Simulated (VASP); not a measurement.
# MgCd3O4: single point with PBE

Crystal: MgCd3O4.

```
CELL_PARAMETERS angstrom
3.27695 0.00000 0.00000
0.00000 4.66562 0.00000
0.00000 0.00000 6.64518
ATOMIC_POSITIONS crystal
Mg 0.00000 0.00000 0.00000
Cd 0.50000 0.50000 0.24443
Cd 0.00000 0.00000 0.50000
Cd 0.50000 0.50000 0.75557
O 0.00000 0.50000 0.00000
O 0.50000 0.00000 0.22357
O 0.00000 0.50000 0.50000
O 0.50000 0.00000 0.77643
```

- Program: VASP 6.6.1
- Task: single point
- Functional: PBE
- Potentials or basis: VASP PAW PBE potentials, release 64 (Mg, Cd, O)
- Cutoff: 520 eV
- k mesh: 6 × 4 × 4
- Occupations: gaussian, width 0.1 eV
- Spin: collinear spin, ferromagnetic start
- Starting moments: [0.0, 0.0, 0.0, 0.0, 1.0, 1.0, 1.0, 1.0] μB
- Dipole correction: no
- Further INCAR settings: ALGO = Normal; EDIFF = 1e-06; NBANDS = 45

The pressure is 0.9 GPa. The largest force is 0.061 eV/Å and the band gap on the k mesh is zero (filled and empty bands overlap). The net moment is 0.00 μB per cell and the valence electrons inside the program's atomic spheres are Mg 0.29; Cd 10.27, 10.20 (each value once); O 4.96, 4.95, 4.93 (each value once).

Forces on the atoms (eV/Å):
```
Mg   0.000  0.000  0.000
Cd   0.000  0.000  0.013
Cd   0.000  0.000  0.000
Cd   0.000  0.000 -0.013
O    0.000  0.000  0.000
O    0.000  0.000 -0.061
O    0.000  0.000  0.000
O    0.000  0.000  0.061
```

Stress tensor (GPa, compression positive):
```
0.86 0.00 0.00
0.00 1.04 0.00
0.00 0.00 0.94
```

Levels at points of the mesh, in eV from the Fermi level:
Spin up:
| k point | band 28 | band 29 | band 30 | band 31 | band 32 | band 33 | band 34 | band 35 |
| --- | --- | --- | --- | --- | --- | --- | --- | --- |
| (0.00, 0.00, 0.00) | -1.36 | -1.26 | -1.19 | -0.17 | -0.16 | 3.62 | 5.26 | 6.05 |
| (0.50, 0.00, 0.00) | -2.33 | -1.94 | -0.91 | -0.19 | 3.66 | 3.90 | 5.00 | 6.22 |
| (0.00, 0.50, 0.00) | -1.03 | -0.97 | -0.12 | -0.03 | 3.27 | 3.49 | 4.59 | 4.90 |
| (0.50, 0.50, 0.00) | -0.93 | -0.78 | -0.15 | -0.06 | 4.16 | 4.46 | 5.72 | 5.97 |
| (0.00, 0.00, 0.50) | -1.48 | -1.27 | -1.06 | -0.64 | 1.90 | 2.54 | 5.07 | 6.73 |
| (0.50, 0.00, 0.50) | -1.88 | -1.86 | -1.69 | -1.43 | 3.99 | 4.76 | 5.04 | 6.87 |
| (0.00, 0.50, 0.50) | -0.91 | -0.86 | -0.72 | -0.46 | 3.62 | 3.80 | 4.68 | 4.68 |
| (0.50, 0.50, 0.50) | -1.67 | -1.15 | -0.82 | -0.53 | 5.17 | 5.88 | 6.17 | 6.44 |
Spin down:
| k point | band 28 | band 29 | band 30 | band 31 | band 32 | band 33 | band 34 | band 35 |
| --- | --- | --- | --- | --- | --- | --- | --- | --- |
| (0.00, 0.00, 0.00) | -1.36 | -1.26 | -1.19 | -0.17 | -0.16 | 3.62 | 5.26 | 6.05 |
| (0.50, 0.00, 0.00) | -2.33 | -1.94 | -0.91 | -0.19 | 3.66 | 3.90 | 5.00 | 6.22 |
| (0.00, 0.50, 0.00) | -1.03 | -0.97 | -0.12 | -0.03 | 3.27 | 3.49 | 4.59 | 4.90 |
| (0.50, 0.50, 0.00) | -0.93 | -0.78 | -0.15 | -0.06 | 4.16 | 4.46 | 5.72 | 5.97 |
| (0.00, 0.00, 0.50) | -1.48 | -1.27 | -1.06 | -0.64 | 1.90 | 2.54 | 5.07 | 6.73 |
| (0.50, 0.00, 0.50) | -1.88 | -1.86 | -1.69 | -1.43 | 3.99 | 4.76 | 5.04 | 6.87 |
| (0.00, 0.50, 0.50) | -0.91 | -0.86 | -0.72 | -0.46 | 3.62 | 3.80 | 4.68 | 4.68 |
| (0.50, 0.50, 0.50) | -1.67 | -1.15 | -0.82 | -0.53 | 5.17 | 5.88 | 6.17 | 6.44 |

It took 7.1 min on 1 thread of Intel Xeon 8259CL, with other jobs on the host, peak memory 0.39 GiB.

Caveat: semilocal functionals underestimate gaps, and a narrow one can read as zero.
